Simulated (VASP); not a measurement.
A run of VASP 6.6.1 is set up as follows.

Contents of INCAR:

```
PREC = Accurate
ENCUT = 630
EDIFF = 1E-6
ISMEAR = 0
SIGMA = 0.01
LREAL = F
LASPH = T
NELM = 120
ALGO = Normal
ISIF = 2
LWAVE = F
LCHARG = F
GGA = PE
NBANDS = 62
GGA_COMPAT = F
```

The input KPOINTS:

```
regular mesh
0
Gamma
  6 6 6
```

POSCAR

```
Cd3HgS4
1.0
   -2.9452541552      2.9452541552      5.8912555200
    2.9452541552     -2.9452541552      5.8912555200
    2.9452541552      2.9452541552     -5.8912555200
Cd S Hg
3 4 1
Direct
    0.7500000000      0.2500000000      0.5000000000
    0.5000000000      0.5000000000      0.0000000000
    0.2500000000      0.7500000000      0.5000000000
    0.1260023273      0.6221842884      0.0000000000
    0.8739976727      0.8739976727      0.4961819611
    0.6221842884      0.1260023273      0.0000000000
    0.3778157116      0.3778157116      0.5038180389
    0.0000000000      0.0000000000      0.0000000000
```

Potentials or basis: VASP PAW PBE potentials, release 64 (Cd_sv_GW, S, Hg_sv_GW).

Run with:

```bash
$ cat potpaw_PBE.64/Cd_sv_GW/POTCAR potpaw_PBE.64/S/POTCAR potpaw_PBE.64/Hg_sv_GW/POTCAR > POTCAR
$ mpirun -np 1 vasp_std > vasp.out
```

(1) Estimate the largest force.

(2) Estimate the pressure.

Answers

(1) 0.010 eV/Å.

(2) 1.4 GPa.
